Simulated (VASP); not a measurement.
CsMgBiO3: single point with LDA

Crystal: CsMgBiO3.

```
Cs Mg Bi O
1.0
     3.13956    1.81262    3.77482
    -3.13956    1.81262    3.77482
     0.00000   -3.62525    3.77482
Cs Mg Bi O
1 1 1 3
Direct
  0.89838 0.89838 0.89838
  0.30827 0.30827 0.30827
  0.56691 0.56691 0.56691
  0.49684 0.98255 0.49684
  0.49684 0.49684 0.98255
  0.98255 0.49684 0.49684
```

```yaml
Program: VASP 6.6.1
Task: single point
Functional: LDA
Potentials_or_basis: VASP PAW LDA potentials, release 64 (Cs_sv, Mg_sv, Bi_d, O)
Cutoff: 840 eV
k_mesh: 4 × 4 × 4
Occupations: fermi-dirac, width 0.01 eV
Spin: no spin polarisation
Dipole_correction: no
Further_INCAR_settings: ALGO = Normal; EDIFF = 1e-06; NBANDS = 35
```

- Pressure: 0.3 GPa
- Largest force: 0.101 eV/Å
- Band gap on the k mesh: 2.72 eV

Forces in eV/Å, atoms in the order of the input:
```
Cs   0.000  0.000  0.006
Mg   0.000  0.000 -0.009
Bi   0.000  0.000 -0.101
O    0.000  0.000  0.035
O    0.000  0.000  0.035
O    0.000  0.000  0.035
```

Stress tensor (GPa, compression positive):
```
0.40 0.00 0.00
0.00 0.40 0.00
0.00 0.00 0.10
```

Levels at points of the mesh, in eV from the valence-band top:
```csv
k point,band 24,band 25,band 26,band 27,band 28,band 29
"(0.00, 0.00, 0.00)",-1.51,-1.51,-1.07,2.91,4.66,4.66
"(0.50, 0.00, 0.00)",-1.57,-1.42,-1.11,3.11,4.46,5.07
"(0.50, 0.50, 0.00)",-1.57,-1.32,-0.50,3.01,3.67,4.26
"(0.50, 0.50, 0.50)",-1.49,-0.99,0.00,2.72,2.72,2.88
```

Wall time 56 s on 1 thread of Intel(R) Xeon(R) 6975P-C (Granite Rapids) (shared host), peak memory 0.35 GiB.

Caveat: spin-orbit coupling is left out, which moves the levels of the heavy elements. A k mesh can miss the band edges.
